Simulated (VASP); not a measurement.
# Hg (Pm-3m) in VASP: a series of runs, part 2 of 2

VASP 6.6.1.

## (3) Single point, PBE, non-collinear spin, zero start, spin-orbit coupling

Contents of INCAR:

```
SYSTEM = Hg
  PREC = Accurate
  ENCUT = 520
  EDIFF = 1E-6
  ISMEAR = -1
  SIGMA = 0.1
  LREAL = .FALSE.
  LASPH = .TRUE.
  NELM = 150
  ALGO = Normal
  ISIF = 2
  LWAVE = .FALSE.
  LCHARG = .FALSE.
  MAGMOM = 0 0 0
  LORBIT = 11
  LSORBIT = .TRUE.
  GGA_COMPAT = .FALSE.
  LORBMOM = .TRUE.
  GGA = PE
  NBANDS = 23
```

Contents of KPOINTS:

```
regular mesh
0
G
  10 10 10
  0 0 0
```

Contents of POSCAR:

```
Hg
1.0
    3.0943672577      0.0000000000      0.0000000000
    0.0000000000      3.0943672577      0.0000000000
    0.0000000000      0.0000000000      3.0943672577
Hg
1
Direct
    0.0000000000      0.0000000000      0.0000000000
```

Potentials or basis: VASP PAW PBE potentials, release 64 (Hg).

On the command line:

```console
> cat potpaw_PBE.64/Hg/POTCAR > POTCAR
> mpirun -np 1 vasp_ncl > vasp.out
```

OUTCAR:

```text
SYSTEM = Hg
   PREC = Accurate
   ENCUT = 520
   EDIFF = 1E-6
   ISMEAR = -1
   LREAL = .FALSE.
   LASPH = .TRUE.
   NELM = 150
   ISIF = 2
   LORBIT = 11
   LSORBIT = .TRUE.
   GGA = PE

 ion  position               nearest neighbor table
   1  0.000  0.000  0.000-

  LATTYP: Found a simple cubic cell.
 ALAT       =     3.0943672577

  Lattice vectors:

 A1 = (   3.0943672577,   0.0000000000,   0.0000000000)
 A2 = (   0.0000000000,   3.0943672577,   0.0000000000)
 A3 = (   0.0000000000,   0.0000000000,   3.0943672577)

Analysis of symmetry for initial positions (statically):
=====================================================================
 Subroutine PRICEL returns:
 Original cell was already a primitive cell.

 Routine SETGRP: Setting up the symmetry group for a
 simple cubic supercell.

 Subroutine GETGRP returns: Found 48 space group operations
 (whereof 48 operations were pure point group operations)
 out of a pool of 48 trial point group operations.

The static configuration has the point symmetry O_h .

Analysis of symmetry for dynamics (positions and initial velocities):
=====================================================================
 Subroutine PRICEL returns:
 Original cell was already a primitive cell.

[... 830 lines left out ...]
  free  energy   TOTEN  =        -0.4266837933 eV

  energy  without entropy=       -0.4195707362  energy(sigma->0) =       -0.42312726

 orbital moment (x)

 # of ion     p       d       tot
 ----------------------------------------
  1         0.000   0.000   0.000
 ----------------------------------------
            0.000   0.000   0.000

 orbital moment (y)

 # of ion     p       d       tot
 ----------------------------------------
  1         0.000  -0.000  -0.000
 ----------------------------------------
            0.000  -0.000  -0.000

 orbital moment (z)

 # of ion     p       d       tot
 ----------------------------------------
  1         0.000  -0.000  -0.000
 ----------------------------------------
            0.000  -0.000  -0.000

 Spin-Orbit-Coupling matrix elements

 Ion:    1  E_soc:     -0.5059863
 l=   1
     0.0000000    -0.0159195    -0.0159195
    -0.0159195     0.0000000    -0.0159195
    -0.0159195    -0.0159195     0.0000000
 l=   2
     0.0000000    -0.0131003     0.0000000    -0.0131003    -0.0553113
    -0.0131003     0.0000000    -0.0414834    -0.0131003    -0.0138278
     0.0000000    -0.0414834     0.0000000    -0.0414834     0.0000000
    -0.0131003    -0.0131003    -0.0414834     0.0000000    -0.0138278
    -0.0553113    -0.0138278     0.0000000    -0.0138278     0.0000000
 l=   3
     0.0000000     0.0000000     0.0000000     0.0000000     0.0000000     0.0000000     0.0000000
     0.0000000     0.0000000     0.0000000     0.0000000     0.0000000     0.0000000     0.0000000
     0.0000000     0.0000000     0.0000000     0.0000000     0.0000000     0.0000000     0.0000000
     0.0000000     0.0000000     0.0000000     0.0000000     0.0000000     0.0000000     0.0000000
     0.0000000     0.0000000     0.0000000     0.0000000     0.0000000     0.0000000     0.0000000
     0.0000000     0.0000000     0.0000000     0.0000000     0.0000000     0.0000000     0.0000000
     0.0000000     0.0000000     0.0000000     0.0000000     0.0000000     0.0000000     0.0000000

 total charge

# of ion       s       p       d       tot
------------------------------------------
    1        0.912   0.196   9.329  10.437

 magnetization (x)

# of ion       s       p       d       tot
------------------------------------------
    1       -0.000   0.000  -0.000   0.000

 magnetization (y)

# of ion       s       p       d       tot
------------------------------------------
    1        0.000   0.000  -0.000   0.000

 magnetization (z)

# of ion       s       p       d       tot
------------------------------------------
    1       -0.000   0.000   0.000   0.000
```

OSZICAR:

```text
N       E                     dE             d eps       ncg     rms          rms(c)
DAV:   1     0.915483248354E+02    0.91548E+02   -0.59446E+03  2592   0.975E+02
DAV:   2     0.189965588381E+01   -0.89649E+02   -0.83458E+02  2912   0.267E+02
DAV:   3    -0.454966244855E+00   -0.23546E+01   -0.23497E+01  3013   0.469E+01
DAV:   4    -0.458940966266E+00   -0.39747E-02   -0.39746E-02  2926   0.208E+00
DAV:   5    -0.458950458432E+00   -0.94922E-05   -0.94923E-05  3108   0.888E-02    0.427E+00
DAV:   6    -0.428732147753E+00    0.30218E-01   -0.64574E-02  3052   0.320E+00    0.311E+00
DAV:   7    -0.426641478798E+00    0.20907E-02   -0.98574E-03  3038   0.102E+00    0.141E+00
DAV:   8    -0.426651076539E+00   -0.95977E-05   -0.68692E-04  2821   0.307E-01    0.491E-01
DAV:   9    -0.426656912241E+00   -0.58357E-05   -0.18649E-04  2891   0.178E-01    0.216E-02
DAV:  10    -0.426681555757E+00   -0.24644E-04   -0.16050E-05  2723   0.364E-02    0.723E-03
DAV:  11    -0.426683782618E+00   -0.22269E-05   -0.22254E-06  2835   0.149E-02    0.185E-03
DAV:  12    -0.426683793253E+00   -0.10635E-07   -0.22462E-08  1743   0.111E-03
   1 F= -.42668379E+00 E0= -.42312726E+00  d E =-.711306E-02  mag=    -0.0000     0.0000    -0.0000
```

stdout:

```text
POSCAR found type information on POSCAR Hg
 POSCAR found :  1 types and       1 ions
 scaLAPACK will be used
 LDA part: xc-table for (Slater+PW92), standard interpolation
 POSCAR, INCAR and KPOINTS ok, starting setup
 FFT: planning ... GRIDC
 FFT: planning ... GRID_SOFT
 FFT: planning ... GRID
 WAVECAR not read
 entering main loop
```

It took 20 s on 1 thread of Intel Xeon 6975P-C (Granite Rapids), shared host; peak memory 0.22 GiB.

What came out:

```yaml
Free_energy: -0.4267 eV
Pressure: -0.6 GPa
Net_moment: 0.00 μB per cell
Valence_electrons_inside_the_program's_atomic_spheres: Hg 10.44
```

Moments on the atoms (μB; x, y, z):
```
Hg  0.00 0.00 0.00
```

## (4) Single point, PBE

Contents of INCAR:

```
PREC = Accurate ; ENCUT = 520
EDIFF = 1E-6 ; ISMEAR = -1
SIGMA = 0.1 ; LREAL = False
LASPH = True ; NELM = 100
ALGO = Normal ; ISIF = 2
LWAVE = False ; LCHARG = False
GGA = PE ; NBANDS = 12
```

Contents of KPOINTS:

```
Automatic mesh
0
Gamma
  5 5 5
```

Contents of POSCAR:

```
Hg
1.0
    3.0943672644      0.0000000000      0.0000000000
    0.0000000000      3.0943672644      0.0000000000
    0.0000000000      0.0000000000      3.0943672644
Hg
1
Direct
    0.0000000000      0.0000000000      0.0000000000
```

Potentials or basis: VASP PAW PBE potentials, release 64 (Hg).

On the command line:

```console
> cat potpaw_PBE.64/Hg/POTCAR > POTCAR
> mpirun -np 1 vasp_std > vasp.out
```

OUTCAR:

```text
PREC = Accurate
   ENCUT = 520
   EDIFF = 1E-6
   ISMEAR = -1
   LREAL = False
   LASPH = True
   NELM = 100
   ISIF = 2
   GGA = PE

 ion  position               nearest neighbor table
   1  0.000  0.000  0.000-

  LATTYP: Found a simple cubic cell.
 ALAT       =     3.0943672644

  Lattice vectors:

 A1 = (   3.0943672644,   0.0000000000,   0.0000000000)
 A2 = (   0.0000000000,   3.0943672644,   0.0000000000)
 A3 = (   0.0000000000,   0.0000000000,   3.0943672644)

Analysis of symmetry for initial positions (statically):
=====================================================================
 Subroutine PRICEL returns:
 Original cell was already a primitive cell.

 Routine SETGRP: Setting up the symmetry group for a
 simple cubic supercell.

 Subroutine GETGRP returns: Found 48 space group operations
 (whereof 48 operations were pure point group operations)
 out of a pool of 48 trial point group operations.

The static configuration has the point symmetry O_h .

Analysis of symmetry for dynamics (positions and initial velocities):
=====================================================================
 Subroutine PRICEL returns:
 Original cell was already a primitive cell.

 Routine SETGRP: Setting up the symmetry group for a
 simple cubic supercell.

 Subroutine GETGRP returns: Found 48 space group operations
 (whereof 48 operations were pure point group operations)
 out of a pool of 48 trial point group operations.

The dynamic configuration has the point symmetry O_h .

 Subroutine INISYM returns: Found 48 space group operations
 (whereof 48 operations are pure point group operations),
 and found     1 'primitive' translations

----------------------------------------------------------------------------------------
[... 93 lines left out ...]
   IALGO  =     38    algorithm
   IMIX   =      4    mixing-type and parameters
     AMIX     =   0.40;   BMIX     =  1.00
     AMIX_MAG =   1.60;   BMIX_MAG =  1.00
  volume/ion in A,a.u.               =      29.63       199.95
  Fermi-wavevector in a.u.,A,eV,Ry     =   1.211240  2.288911 19.961125  1.467101
  Thomas-Fermi vector in A             =   2.346761
   LORBIT       =      0    0 simple, 1 ext, 2 COOP (PROOUT), +10 PAW based schemes
   GGA     = PE    functional components
[... 5 lines left out ...]
 non-spin polarized calculation
  energy-cutoff  :      520.00
  volume of cell :       29.63
 maximum number of plane-waves:       808
 NGX is ok and might be reduce to    24
   NGX = 11   NGY = 11   NGZ = 11

 number of electron      11.9999995 magnetization

 Free energy of the ion-electron system (eV)
  ---------------------------------------------------
  ext. energy  EPLUGINS =         0.00000000
  ---------------------------------------------------
  free energy    TOTEN  =        -0.19149064 eV

  energy without entropy =       -0.17889338  energy(sigma->0) =       -0.18519201

 E-fermi :   1.7311     XC(G=0):  -9.5435

 val. band max:        1.5281652462   @ k =   0.4000   0.0000   0.0000
 cond. band min:       1.8047298772   @ k =   0.4000   0.4000   0.4000
 fundamental gap:      0.2765646310
 Fermi energy:         1.7311226087

 k-point     1 :       0.0000    0.0000    0.0000
  band No.  band energies     occupation
      1      -6.4185      2.00000
      2      -6.3142      2.00000
      3      -6.3142      2.00000
      4      -4.5774      2.00000
      5      -4.5774      2.00000
      6      -4.5774      2.00000
      7      10.8559      0.00000
      8      10.8559      0.00000
      9      10.8559      0.00000
     10      14.0093      0.00000
     11      15.8089      0.00000
     12      15.8089      0.00000
[... 121 lines left out ...]
 k-point    10 :       0.4000    0.4000    0.4000
  band No.  band energies     occupation
      1      -5.7846      2.00000
      2      -5.7284      2.00000
      3      -5.7284      2.00000
      4      -4.3225      2.00000
      5      -4.3225      2.00000
      6       1.8047      0.64773
      7       6.1107      0.00000
      8       6.1107      0.00000
      9       7.5358      0.00000
     10      10.3810      0.00000
     11      12.7223      0.00000
     12      12.7223      0.00000

------------------------ aborting loop because EDIFF is reached ----------------------------------------

  FORCE on cell =-STRESS in cart. coord.  units (eV):
  Direction    XX          YY          ZZ          XY          YZ          ZX
  --------------------------------------------------------------------------------------
  -------------------------------------------------------------------------------------
  Total       -0.0161962     -0.0161962     -0.0161962      0.0000000     -0.0000000      0.0000000
  in kB       -0.8758082     -0.8758082     -0.8758082      0.0000000     -0.0000000      0.0000000
  external PRESSURE =      -0.8758082 kB  Pullay stress =       0.0000000 kB

 VOLUME and BASIS-vectors are now :
 -----------------------------------------------------------------------------
  energy-cutoff  :      520.00
  volume of cell :       29.63
      direct lattice vectors                 reciprocal lattice vectors
     3.094367264  0.000000000  0.000000000     0.323167845  0.000000000  0.000000000
     0.000000000  3.094367264  0.000000000     0.000000000  0.323167845  0.000000000
     0.000000000  0.000000000  3.094367264     0.000000000  0.000000000  0.323167845

 POSITION                                       TOTAL-FORCE (eV/Angst)
 -----------------------------------------------------------------------------------
      0.00000      0.00000      0.00000         0.000000      0.000000      0.000000
 -----------------------------------------------------------------------------------
    total drift:                                0.000000     -0.000000      0.000000

  FREE ENERGIE OF THE ION-ELECTRON SYSTEM (eV)
  ---------------------------------------------------
  free  energy   TOTEN  =        -0.1914906391 eV

  energy  without entropy=       -0.1788933782  energy(sigma->0) =       -0.18519201
```

OSZICAR:

```text
N       E                     dE             d eps       ncg     rms          rms(c)
DAV:   1     0.793644894846E+02    0.79364E+02   -0.62339E+03   240   0.934E+02
DAV:   2     0.150709530272E+01   -0.77857E+02   -0.73005E+02   276   0.229E+02
DAV:   3    -0.218271622342E+00   -0.17254E+01   -0.17243E+01   276   0.367E+01
DAV:   4    -0.220463285038E+00   -0.21917E-02   -0.21916E-02   256   0.146E+00
DAV:   5    -0.220466773363E+00   -0.34883E-05   -0.34885E-05   292   0.542E-02    0.230E+00
DAV:   6    -0.193133471388E+00    0.27333E-01   -0.73122E-02   272   0.294E+00    0.186E+00
DAV:   7    -0.191415880973E+00    0.17176E-02   -0.81774E-03   272   0.836E-01    0.947E-01
DAV:   8    -0.191459665022E+00   -0.43784E-04   -0.87204E-04   240   0.342E-01    0.338E-02
DAV:   9    -0.191482439108E+00   -0.22774E-04   -0.11822E-05   276   0.296E-02    0.110E-02
DAV:  10    -0.191490654709E+00   -0.82156E-05   -0.88680E-06   240   0.271E-02    0.120E-03
DAV:  11    -0.191490639130E+00    0.15579E-07   -0.84563E-08   168   0.191E-03
   1 F= -.19149064E+00 E0= -.18519201E+00  d E =-.125973E-01
```

Wall time 1.7 s (1 thread of Intel Xeon 6975P-C (Granite Rapids), shared host); peak memory 0.13 GiB.

What came out:

```yaml
Free_energy: -0.1915 eV
Pressure: -0.1 GPa
Band_gap_on_the_k_mesh: zero (band 6 reaches 1.80 eV, above the bottom of band 7 at 1.53 eV)
```

Levels at points of the mesh, in eV from the Fermi level:
```
           k point  band 2  band 3  band 4  band 5  band 6  band 7  band 8  band 9  band 10  band 11
(0.00, 0.00, 0.00)   -8.05   -8.05   -6.31   -6.31   -6.31    9.12    9.12    9.12    12.28    14.08
```

Caveat: the k points lie up to 0.41 Å⁻¹ apart; spin-orbit coupling is left out, which moves the levels of the heavy elements.

## (5) Single point, HSE06

POSCAR is that of step 4.

Contents of INCAR.step1:

```
PREC = Accurate ; ENCUT = 520
EDIFF = 1E-5 ; ISMEAR = -1
SIGMA = 0.1 ; LREAL = False
LASPH = True ; NELM = 100
ALGO = Normal ; ISIF = 2
LWAVE = True ; LCHARG = False
GGA = PE ; NBANDS = 12
```

Contents of INCAR.step2:

```
PREC = Accurate ; ENCUT = 520
EDIFF = 1E-6 ; ISMEAR = -1
SIGMA = 0.1 ; LREAL = False
LASPH = True ; NELM = 100
ALGO = Normal ; ISIF = 2
LWAVE = False ; LCHARG = False
GGA = PE ; LHFCALC = True
HFSCREEN = 0.2079 ; PRECFOCK = Normal
ISTART = 1 ; NBANDS = 12
```

KPOINTS is that of step 4.

On the command line:

```console
> cat potpaw_PBE.64/Hg/POTCAR > POTCAR
> cp INCAR.step1 INCAR
> mpirun -np 1 vasp_std > vasp.out
> cp INCAR.step2 INCAR
> mpirun -np 1 vasp_std > vasp.out
```

Wall time 2.1 min (1 thread of Intel Xeon 6975P-C (Granite Rapids), shared host); peak memory 0.24 GiB.

It converged, with:

```yaml
Free_energy: -0.2484 eV
Pressure: -1.0 GPa
Band_gap_on_the_k_mesh: zero (band 6 reaches 1.92 eV, above the bottom of band 7 at 1.46 eV)
```

Levels at points of the mesh, in eV from the Fermi level:
| k point | band 3 | band 4 | band 5 | band 6 | band 7 | band 8 | band 9 | band 10 |
| --- | --- | --- | --- | --- | --- | --- | --- | --- |
| (0.00, 0.00, 0.00) | -9.28 | -7.87 | -7.87 | -7.87 | 9.72 | 9.72 | 9.72 | 12.76 |

Caveat: the k points lie up to 0.41 Å⁻¹ apart; the PAW data sets were made with another functional, which shifts forces and pressure a little; spin-orbit coupling is left out, which moves the levels of the heavy elements.

## (6) Summary

| level | spin | k mesh | grid for exact exchange (PRECFOCK) | screening parameter | gap on the mesh (eV) | pressure (GPa) |
| --- | --- | --- | --- | --- | --- | --- |
| PBE | off | 17 × 17 × 17 | - | - | none | 0.3 |
| PBE | non-collinear, zero start, SOC | 10 × 10 × 10 | - | - | - | -0.6 |
| PBE | off | 5 × 5 × 5 | - | - | none | -0.1 |
| HSE06 | off | 5 × 5 × 5 | Normal | 0.2079 1/Å | none | -1.0 |

Alike in all rows: task single point; potentials or basis VASP PAW PBE potentials, release 64 (Hg); cell as given; cutoff (eV) 520; smearing fermi-dirac 0.1 eV.

Caveats: some runs use coarse meshes; spin-orbit coupling is left out, which moves the levels of the heavy elements (some runs); the PAW data sets were made with another functional, which shifts forces and pressure a little (some runs).

Total energies depend on the potentials used, so only differences within one code and one set of settings carry meaning.
